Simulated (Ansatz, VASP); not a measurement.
## One calculation of MgB2, two programs

POSCAR

```
MgB2
1.0
    3.1255967608      0.0000000000      0.0000000000
   -1.5627983804      2.7068461969      0.0000000000
    0.0000000000      0.0000000000      3.5693605797
Mg B
1 2
Direct
    0.0000000000      0.0000000000      0.0000000000
    0.6666666667      0.3333333333      0.5000000000
    0.3333333333      0.6666666667      0.5000000000
```

The input INCAR.step1:

```
  PREC = Accurate
  ENCUT = 750
  ISMEAR = -1
  SIGMA = 0.05
  LREAL = F
  LASPH = T
  NELM = 120
  NBANDS = 15
  GGA = PE
  ALGO = Normal
  EDIFF = 1E-5
  LWAVE = T
  LCHARG = F
  GGA_COMPAT = F
```

INCAR.step2

```
  PREC = Accurate
  ENCUT = 750
  EDIFF = 1E-6
  ISMEAR = -1
  SIGMA = 0.05
  LREAL = F
  LASPH = T
  NELM = 120
  ALGO = Normal
  ISIF = 2
  LWAVE = F
  LCHARG = F
  METAGGA = R2SCAN
  LMIXTAU = T
  NBANDS = 15
  ISTART = 1
  GGA_COMPAT = F
```

Contents of KPOINTS:

```
regular mesh
0
Gamma
  10 10 8
```

File input.yaml:

```yaml
crystal:
  lattice:
    - [3.1255967608, 0.0, 0.0]
    - [-1.5627983804, 2.7068461969, 0.0]
    - [0.0, 0.0, 3.5693605797]
  atoms:
    - { symbol: Mg, position: [0.0, 0.0, 0.0] }
    - { symbol: B, position: [0.6666666667, 0.3333333333, 0.5] }
    - { symbol: B, position: [0.3333333333, 0.6666666667, 0.5] }
hamiltonian:
  xc: r2scan
  pseudopotentials: { kind: paw }
kpoints:
  mp_grid: { grid: [10, 10, 8] }
scf:
  occupations: { method: fermi_dirac, width: 0.05 }
output:
  forces: true
  stress: true
  eigenvalues: true
```

Alike in both runs: task single point; functional r2SCAN; k mesh 10 × 10 × 8; occupations fermi-dirac, width 0.05 eV; no spin polarisation.

|  | VASP | Ansatz |
| --- | --- | --- |
| version | VASP 6.6.1 | Ansatz 0.2.0 |
| potentials or method | VASP PAW PBE potentials, release 64 (Mg_sv, B) | Ansatz PAW |
| plane-wave cutoff (eV) | 750 | 500 |
| valence electrons in the cell | 16 | 16 |

Ansatz gave:

```
gap on the k mesh at the Fermi level (eV)                     : none
pressure (GPa)                                                : -7.6
traceless stress, the component that is largest in VASP (GPa) : 1.53
```

Question: Which values does VASP return?

Answer: gap on the k mesh at the Fermi level (eV): none; pressure (GPa): -7.8; traceless stress, the component that is largest in VASP (GPa): 1.56.

VASP's potentials were made for PBE, not for r2SCAN. A gap of «none» marks a metal or a gap that the smearing closes.
